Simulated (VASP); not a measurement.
# Ti2O (P-3m1) in VASP: further runs

Ti2O is run at these levels: r2SCAN; tasks: single point.

Everything below comes from runs of VASP 6.6.1. Logs are shortened: lines on timing, memory, paths and dates and some standing lists are left out, and cuts for length are marked.

## 1. The cell of the first run

The structure is trigonal, space group P-3m1 (No. 164). The conventional cell has a = 2.919 Å, b = 2.919 Å, c = 4.713 Å, α = 90.00°, β = 90.00°, γ = 120.00°. Within 2.8 Å of Ti (site symmetry 3m) lie 3 O at 2.14 Å and 3 Ti at 2.68 Å. O (site symmetry -3m) has 6 Ti at 2.14 Å within 2.8 Å.

## 2. Single point, r2SCAN

POSCAR reads:

```
Ti2O
1.0
    2.9193980238      0.0000000000      0.0000000000
   -1.4596990119      2.5282728524      0.0000000000
    0.0000000000      0.0000000000      4.7130000000
Ti O
2 1
Direct
    0.6666666667      0.3333333333      0.2787400000
    0.3333333333      0.6666666667      0.7212600000
    0.0000000000      0.0000000000      0.0000000000
```

INCAR.step1 reads:

```
SYSTEM = Ti2O
PREC = Accurate ; ENCUT = 660
ISMEAR = 0 ; SIGMA = 0.1
LREAL = .FALSE. ; LASPH = .TRUE.
NELM = 120 ; NBANDS = 22
GGA = PE ; ALGO = Normal
EDIFF = 1E-5 ; LWAVE = .TRUE.
LCHARG = .FALSE. ; GGA_COMPAT = .FALSE.
```

INCAR.step2 reads:

```
SYSTEM = Ti2O
PREC = Accurate ; ENCUT = 660
EDIFF = 1E-6 ; ISMEAR = 0
SIGMA = 0.1 ; LREAL = .FALSE.
LASPH = .TRUE. ; NELM = 120
ALGO = Normal ; ISIF = 2
LWAVE = .FALSE. ; LCHARG = .TRUE.
METAGGA = R2SCAN ; LMIXTAU = .TRUE.
LELF = .TRUE. ; LVHAR = .TRUE.
NBANDS = 22 ; ISTART = 1
GGA_COMPAT = .FALSE.
```

KPOINTS reads:

```
regular mesh
0
G
  6 6 4
  0 0 0
```

Potentials or basis: VASP PAW PBE potentials, release 64 (Ti_sv, O).

The run is started by

```
cat potpaw_PBE.64/Ti_sv/POTCAR potpaw_PBE.64/O/POTCAR > POTCAR
cp INCAR.step1 INCAR
mpirun -np 1 vasp_std > vasp.out
cp INCAR.step2 INCAR
mpirun -np 1 vasp_std > vasp.out
```

OUTCAR:

```text
SYSTEM = Ti2O
   PREC = Accurate
   ENCUT = 660
   EDIFF = 1E-6
   ISMEAR = 0
   LREAL = .FALSE.
   LASPH = .TRUE.
   NELM = 120
   ISIF = 2
   METAGGA = R2SCAN
   ISTART = 1

 ion  position               nearest neighbor table
   1  0.667  0.333  0.279-   3 2.14   3 2.14   3 2.14   2 2.68   2 2.68   2 2.68
   2  0.333  0.667  0.721-   3 2.14   3 2.14   3 2.14   1 2.68   1 2.68   1 2.68
   3  0.000  0.000  0.000-   1 2.14   2 2.14   1 2.14   2 2.14   1 2.14   2 2.14

  LATTYP: Found a hexagonal cell.
 ALAT       =     2.9193980238
 C/A-ratio  =     1.6143739091

  Lattice vectors:

 A1 = (   2.9193980238,   0.0000000000,   0.0000000000)
 A2 = (  -1.4596990119,   2.5282728524,   0.0000000000)
 A3 = (   0.0000000000,   0.0000000000,   4.7130000000)

Analysis of symmetry for initial positions (statically):
=====================================================================
 Subroutine PRICEL returns:
 Original cell was already a primitive cell.

 Routine SETGRP: Setting up the symmetry group for a
 hexagonal supercell.

 Subroutine GETGRP returns: Found 12 space group operations
 (whereof 12 operations were pure point group operations)
 out of a pool of 24 trial point group operations.

The static configuration has the point symmetry D_3d.

Analysis of symmetry for dynamics (positions and initial velocities):
=====================================================================
 Subroutine PRICEL returns:
 Original cell was already a primitive cell.

 Routine SETGRP: Setting up the symmetry group for a
 hexagonal supercell.

 Subroutine GETGRP returns: Found 12 space group operations
 (whereof 12 operations were pure point group operations)
 out of a pool of 24 trial point group operations.

The dynamic configuration has the point symmetry D_3d.

 Subroutine INISYM returns: Found 12 space group operations
 (whereof 12 operations are pure point group operations),
 and found     1 'primitive' translations

----------------------------------------------------------------------------------------

                                     Primitive cell

  volume of cell :      34.7868

  direct lattice vectors                    reciprocal lattice vectors
     2.919398024  0.000000000  0.000000000     0.342536369  0.197763465  0.000000000
    -1.459699012  2.528272852  0.000000000     0.000000000  0.395526930  0.000000000
     0.000000000  0.000000000  4.713000000     0.000000000  0.000000000  0.212179079

  length of vectors
     2.919398024  2.919398024  4.713000000     0.395526930  0.395526930  0.212179079

  position of ions in fractional coordinates (direct lattice)
     0.666666667  0.333333333  0.278740000
     0.333333333  0.666666667  0.721260000
     0.000000000  0.000000000  0.000000000

  ion indices of the primitive-cell ions
   primitive index   ion index
                 1           1
                 2           2
                 3           3

----------------------------------------------------------------------------------------

 KPOINTS: regular mesh

Automatic generation of k-mesh.
 Grid dimensions read from file:
 generate k-points for:    6    6    4

 Generating k-lattice:

  Cartesian coordinates                     Fractional coordinates (reciprocal lattice)
     0.057089395  0.032960578  0.000000000     0.166666667  0.000000000  0.000000000
     0.000000000  0.065921155  0.000000000     0.000000000  0.166666667  0.000000000
     0.000000000  0.000000000  0.053044770     0.000000000  0.000000000  0.250000000

  Length of vectors
     0.065921155  0.065921155  0.053044770

  Shift w.r.t. Gamma in fractional coordinates (k-lattice)
     0.000000000  0.000000000  0.000000000

 Subroutine IBZKPT returns following result:
 ===========================================

 Found     24 irreducible k-points:

 Following reciprocal coordinates:
            Coordinates               Weight
  0.000000  0.000000  0.000000      1.000000
  0.166667  0.000000  0.000000      6.000000
  0.333333  0.000000  0.000000      6.000000
  0.500000  0.000000  0.000000      3.000000
  0.166667  0.166667  0.000000      6.000000
  0.333333  0.166667  0.000000     12.000000
[... 16 lines left out ...]
  0.333333  0.166667  0.500000     12.000000
  0.333333  0.333333  0.500000      2.000000
   k-points           NKPTS =     24   k-points in BZ     NKDIM =     24   number of bands    NBANDS=     22
   number of dos      NEDOS =    301   number of ions     NIONS =      3
   total plane-waves  NPLWV =  23040
   dimension x,y,z NGX =    24 NGY =   24 NGZ =   40
   dimension x,y,z NGXF=    48 NGYF=   48 NGZF=   80
   ions per type =               2   1
   NGX,Y,Z   is equivalent  to a cutoff of  13.67, 13.67, 14.11 a.u.
   NGXF,Y,Z  is equivalent  to a cutoff of  27.33, 27.33, 28.22 a.u.
 SYSTEM =  Ti2O
   PREC   = accura    normal or accurate (medium, high low for compatibility)
   ISTART =      1    job   : 0-new  1-cont  2-samecut
   ICHARG =      0    charge: 1-file 2-atom 10-const
   ISPIN  =      1    spin polarized calculation?
   LNONCOLLINEAR =      F non collinear calculations
   LSORBIT =      F    spin-orbit coupling
   LASPH  =      T    aspherical Exc in radial PAW
   ENCUT  =  660.0 eV  48.51 Ry    6.96 a.u.   6.12  6.12  9.87*2*pi/ulx,y,z
   NELM   =    120;   NELMIN=  2; NELMDL=  0     # of ELM steps
   EDIFF  = 0.1E-05   stopping-criterion for ELM
   LREAL  =      F    real-space projection
   EDIFFG = 0.1E-04   stopping-criterion for IOM
   NSW    =      0    number of steps for IOM
   IBRION =     -1    ionic relax: 0-MD 1-quasi-New 2-CG
   NFREE  =      0    steps in history (QN), initial steepest desc. (CG)
   ISIF   =      2    stress and relaxation
   ISYM   =      2    0-nonsym 1-usesym 2-fastsym
   POTIM  = 0.5000    time-step for ionic-motion
   TEBEG  =    0.0;   TEEND  =   0.0 temperature during run
   PSTRESS=    0.0 pullay stress
   NELECT =      30.0000    total number of electrons
   NUPDOWN=      -1.0000    fix difference up-down
   EMIN   =  10.00;   EMAX   =-10.00  energy-range for DOS
   EFERMI =   0.00;   METHOD = LEGACY
   ISMEAR =     0;   SIGMA  =   0.10  broadening in eV -4-tet -1-fermi 0-gaus
   EFERMI_NEDOS =   21; number of points for ismear=-14 and -15
   IALGO  =     38    algorithm
   IMIX   =      4    mixing-type and parameters
     AMIX     =   0.40;   BMIX     =  1.00
     AMIX_MAG =   1.60;   BMIX_MAG =  1.00
  volume/ion in A,a.u.               =      11.60        78.25
  Fermi-wavevector in a.u.,A,eV,Ry     =   1.558274  2.944710 33.037889  2.428216
  Thomas-Fermi vector in A             =   2.661802
   LORBIT       =      0    0 simple, 1 ext, 2 COOP (PROOUT), +10 PAW based schemes
   METAGGA = R2SCAN    functional components
   LHFCALC =     F    Hartree Fock is set to
   AEXX    =    0.0000 exact exchange contribution
   IVDW    =     0    specifies the selected vdW correction
   LEPSILON=     F    determine dielectric tensor
   LRPA    =     F    only Hartree local field effects (RPA)
 non-spin polarized calculation
 Gauss-broadening in eV      SIGMA  =   0.10
  energy-cutoff  :      660.00
  volume of cell :       34.79
 maximum number of plane-waves:      1362
   NGX = 13   NGY = 13   NGZ = 19

 number of electron      29.9999995 magnetization

 Free energy of the ion-electron system (eV)
  ---------------------------------------------------
  ext. energy  EPLUGINS =         0.00000000
  ---------------------------------------------------
  free energy    TOTEN  =       -37.76118257 eV

  energy without entropy =      -37.75585274  energy(sigma->0) =      -37.75851766

 E-fermi :  10.7423     XC(G=0): -13.3864

 val. band max:       10.7270027398   @ k =   0.0000   0.0000   0.5000
 cond. band min:      10.7972589285   @ k =   0.3333   0.0000   0.2500
 fundamental gap:      0.0702561886
 Fermi energy:        10.7423204029

 k-point     1 :       0.0000    0.0000    0.0000
  band No.  band energies     occupation
      1     -49.0129      2.00000
      2     -48.8241      2.00000
      3     -24.7351      2.00000
      4     -23.9163      2.00000
      5     -23.9163      2.00000
      6     -23.8142      2.00000
[... 14 lines left out ...]
     21      12.0932      0.00000
     22      14.9046      0.00000

 k-point     2 :       0.1667    0.0000    0.0000
  band No.  band energies     occupation
      1     -48.9806      2.00000
      2     -48.8142      2.00000
      3     -24.6495      2.00000
      4     -24.0884      2.00000
      5     -23.9652      2.00000
      6     -23.9414      2.00000
[... 14 lines left out ...]
     21      12.7852      0.00000
     22      14.0484      0.00000

 k-point     3 :       0.3333    0.0000    0.0000
  band No.  band energies     occupation
      1     -48.9091      2.00000
      2     -48.8008      2.00000
      3     -24.4730      2.00000
      4     -24.4013      2.00000
      5     -24.1775      2.00000
      6     -24.0537      2.00000
[... 14 lines left out ...]
     21      13.6047      0.00000
     22      14.3310      0.00000

 k-point     4 :       0.5000    0.0000    0.0000
  band No.  band energies     occupation
      1     -48.8640      2.00000
      2     -48.8032      2.00000
      3     -24.5596      2.00000
      4     -24.4443      2.00000
      5     -24.1565      2.00000
      6     -24.0953      2.00000
[... 14 lines left out ...]
     21      13.9509      0.00000
     22      14.0109      0.00000

 k-point     5 :       0.1667    0.1667    0.0000
  band No.  band energies     occupation
      1     -48.9284      2.00000
      2     -48.8028      2.00000
      3     -24.5123      2.00000
      4     -24.2441      2.00000
      5     -24.2270      2.00000
      6     -23.9818      2.00000
[... 417 lines left out ...]
 k-point    22 :       0.1667    0.1667    0.5000
  band No.  band energies     occupation
      1     -48.9067      2.00000
      2     -48.8249      2.00000
      3     -24.4308      2.00000
      4     -24.4131      2.00000
      5     -24.0914      2.00000
      6     -23.9423      2.00000
[... 14 lines left out ...]
     21      13.6209      0.00000
     22      13.9563      0.00000

 k-point    23 :       0.3333    0.1667    0.5000
  band No.  band energies     occupation
      1     -48.8541      2.00000
      2     -48.8131      2.00000
      3     -24.5310      2.00000
      4     -24.5079      2.00000
      5     -24.1775      2.00000
      6     -24.0629      2.00000
[... 14 lines left out ...]
     21      14.1203      0.00000
     22      14.4398      0.00000

 k-point    24 :       0.3333    0.3333    0.5000
  band No.  band energies     occupation
      1     -48.8228      2.00000
      2     -48.8228      2.00000
      3     -24.4517      2.00000
      4     -24.4517      2.00000
      5     -24.3287      2.00000
      6     -24.2159      2.00000
[... 14 lines left out ...]
     21      14.0778      0.00000
     22      14.1031      0.00000

------------------------ aborting loop because EDIFF is reached ----------------------------------------

  FORCE on cell =-STRESS in cart. coord.  units (eV):
  Direction    XX          YY          ZZ          XY          YZ          ZX
  --------------------------------------------------------------------------------------
  -------------------------------------------------------------------------------------
  Total        1.6628483      1.6628483      3.2327760      0.0000000      0.0000000      0.0000000
  in kB       76.5858474     76.5858474    148.8920483      0.0000000      0.0000000      0.0000000
  external PRESSURE =     100.6879143 kB  Pullay stress =       0.0000000 kB

 VOLUME and BASIS-vectors are now :
 -----------------------------------------------------------------------------
  energy-cutoff  :      660.00
  volume of cell :       34.79
      direct lattice vectors                 reciprocal lattice vectors
     2.919398024  0.000000000  0.000000000     0.342536369  0.197763465  0.000000000
    -1.459699012  2.528272852  0.000000000     0.000000000  0.395526930  0.000000000
     0.000000000  0.000000000  4.713000000     0.000000000  0.000000000  0.212179079

 POSITION                                       TOTAL-FORCE (eV/Angst)
 -----------------------------------------------------------------------------------
      1.45970      0.84276      1.31370         0.000000     -0.000000     -0.895743
     -0.00000      1.68552      3.39930        -0.000000      0.000000      0.895743
      0.00000      0.00000      0.00000        -0.000000      0.000000      0.000000
 -----------------------------------------------------------------------------------
    total drift:                               -0.000000      0.000000      0.000000

  FREE ENERGIE OF THE ION-ELECTRON SYSTEM (eV)
  ---------------------------------------------------
  free  energy   TOTEN  =       -37.7611825747 eV

  energy  without entropy=      -37.7558527382  energy(sigma->0) =      -37.75851766
```

Wall time 2.1 min (1 thread of Intel Xeon 8259CL, shared host); peak memory 0.18 GiB.

Results:

```
Free energy            : -37.7612 eV
Pressure               : 10.1 GPa
Largest force          : 0.896 eV/Å
Band gap on the k mesh : zero (bands 15 and 16 overlap by 0.85 eV)
```

Forces on the atoms (eV/Å):
```
Ti   0.000  0.000 -0.896
Ti   0.000  0.000  0.896
O    0.000  0.000  0.000
```

Caveat: the k points lie up to 0.41 Å⁻¹ apart, too coarse for converged energies and pressures of a metal; the PAW data sets were made with another functional, which shifts forces and pressure a little.

(Part 1 of 2 ends here.)
